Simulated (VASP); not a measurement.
Ba3Rh:

```
Ba Rh
1.0
     5.28145    0.00000    0.00000
     0.00000    5.28145    0.00000
     0.00000    0.00000    5.28145
Ba Rh
3 1
Direct
  0.00000 0.50000 0.50000
  0.50000 0.00000 0.50000
  0.50000 0.50000 0.00000
  0.00000 0.00000 0.00000
```

| Item | Value |
| --- | --- |
| Program | VASP 6.6.1 |
| Task | relaxation of cell and atoms |
| Functional | PBE |
| Potentials or basis | VASP PAW PBE potentials, release 64 (Ba_sv, Rh_pv) |
| Cutoff | 600 eV |
| k mesh | 10 × 10 × 10 |
| Occupations | gaussian, width 0.1 eV |
| Spin | no spin polarisation |

At the start: pressure 0.6 GPa; volume 36.83 Å³/atom.

**Question.** Where does the relaxation end?

**Answer.** Over 3 steps the energy falls by 2.1 meV/atom and the volume is 37.98 Å³/atom (+3.1 %); space group Pm-3m (No. 221, to 0.1 Å) before and after.

The path:
```tsv
step	energy change (eV)	largest force (eV/Å)	pressure (GPa)	volume (Å³)
1	0.0000	0.0000	0.60	147.32
2	-0.0072	0.0000	0.20	150.27
3	-0.0082	0.0000	0.00	151.90
```

Final structure:
```
Ba Rh
1.0
     5.33566    0.00000    0.00000
     0.00000    5.33566    0.00000
     0.00000    0.00000    5.33566
Ba Rh
3 1
Direct
  0.00000 0.50000 0.50000
  0.50000 0.00000 0.50000
  0.50000 0.50000 0.00000
  0.00000 0.00000 0.00000
```
